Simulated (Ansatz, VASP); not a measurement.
# Two plane-wave programs on Te

Contents of INCAR:

```
SYSTEM = Te
  ALGO = Normal
  EDIFF = 1E-6
  ENCUT = 520
  GGA = PE
  ISIF = 2
  ISMEAR = -1
  LASPH = .True.
  LCHARG = .True.
  LELF = .True.
  LREAL = .False.
  LVHAR = .True.
  LWAVE = .False.
  NBANDS = 16
  NELM = 100
  PREC = Accurate
  SIGMA = 0.05
```

The input KPOINTS:

```
k-points
0
Gamma
  4 4 3
  0 0 0
```

Contents of POSCAR:

```
Te
1.0
    4.4540000000      0.0000000000      0.0000000000
   -2.2270000000      3.8572771485      0.0000000000
    0.0000000000      0.0000000000      5.9240000000
Te
3
Direct
    0.7310000000      0.7310000000      0.0000000000
    0.0000000000      0.2690000000      0.6666666667
    0.2690000000      0.0000000000      0.3333333333
```

Contents of input.yaml:

```yaml
crystal:
  lattice:
    - [4.454, 0.0, 0.0]
    - [-2.227, 3.8572771485, 0.0]
    - [0.0, 0.0, 5.924]
  atoms:
    - { symbol: Te, position: [0.731, 0.731, 0.0] }
    - { symbol: Te, position: [0.0, 0.269, 0.6666666667] }
    - { symbol: Te, position: [0.269, 0.0, 0.3333333333] }
hamiltonian:
  xc: pbe
  pseudopotentials: { kind: paw }
kpoints:
  mp_grid: { grid: [4, 4, 3] }
scf:
  occupations: { method: fermi_dirac, width: 0.05 }
output:
  forces: true
  stress: true
  eigenvalues: true
```

Alike in both runs: task single point; functional PBE; k mesh 4 × 4 × 3; occupations fermi-dirac, width 0.05 eV; no spin polarisation.

```csv
,VASP,Ansatz
version,VASP 6.6.1,Ansatz 0.2.0
potentials or method,"VASP PAW PBE potentials, release 64 (Te)",Ansatz PAW
plane-wave cutoff (eV),520,420
valence electrons in the cell,18,48
```

|  | VASP | Ansatz | Ansatz less VASP |
| --- | --- | --- | --- |
| gap on the k mesh at the Fermi level (eV) | 0.79 | 0.80 | +0.005 |
| least direct gap on the mesh (eV) | 1.00 | 1.01 | +0.009 |
| pressure (GPa) | 1.6 | 1.6 | -0.01 |
| rms of the force components (eV/Å) | 0.086 | 0.079 | -0.0072 |

Atom by atom the forces differ by 0.007 eV/Å (rms over components). VASP's potentials hold 18 valence electrons a cell and Ansatz's 48, so a difference there can come from the potentials and not from the codes.

Neither program's run includes spin-orbit coupling. Noted on Ansatz's run: odd divisions of the mesh miss points on the zone boundary, where band edges often lie, so the gap on the mesh can be too wide.
